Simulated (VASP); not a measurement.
## Ge: single point with PBE

Ge:

```
Ge
1.0
     3.97791    0.00000    0.00000
     1.98896    3.44497    0.00000
     1.98896    1.14832    3.24795
Ge
2
Direct
  0.00000 0.00000 0.00000
  0.25000 0.25000 0.25000
```

```yaml
Program: VASP 6.6.1
Task: single point
Functional: PBE
Potentials_or_basis: VASP PAW PBE potentials, release 64 (Ge_d)
Cutoff: 520 eV
k_mesh: 6 × 6 × 6
Occupations: fermi-dirac, width 0.1 eV
Spin: no spin polarisation
Dipole_correction: no
Further_INCAR_settings: ALGO = Normal; EDIFF = 1e-06; NBANDS = 21
```

```yaml
Pressure: 4.9 GPa
Band_gap_on_the_k_mesh: 0.19 eV, direct
```

Levels at points of the mesh, in eV from the valence-band top:
| k point | band 11 | band 12 | band 13 | band 14 | band 15 | band 16 | band 17 | band 18 |
| --- | --- | --- | --- | --- | --- | --- | --- | --- |
| (0.00, 0.00, 0.00) | -12.90 | 0.00 | 0.00 | 0.00 | 0.19 | 2.56 | 2.56 | 2.56 |
| (0.50, 0.00, 0.00) | -10.77 | -7.68 | -1.43 | -1.43 | 0.24 | 3.75 | 3.75 | 7.14 |
| (0.50, 0.50, 0.00) | -8.95 | -8.95 | -3.14 | -3.14 | 0.73 | 0.73 | 9.66 | 9.66 |

It took 30 s on 1 thread of AMD EPYC 7571, with other jobs on the host, peak memory 0.13 GiB.

A k mesh can miss the band edges.
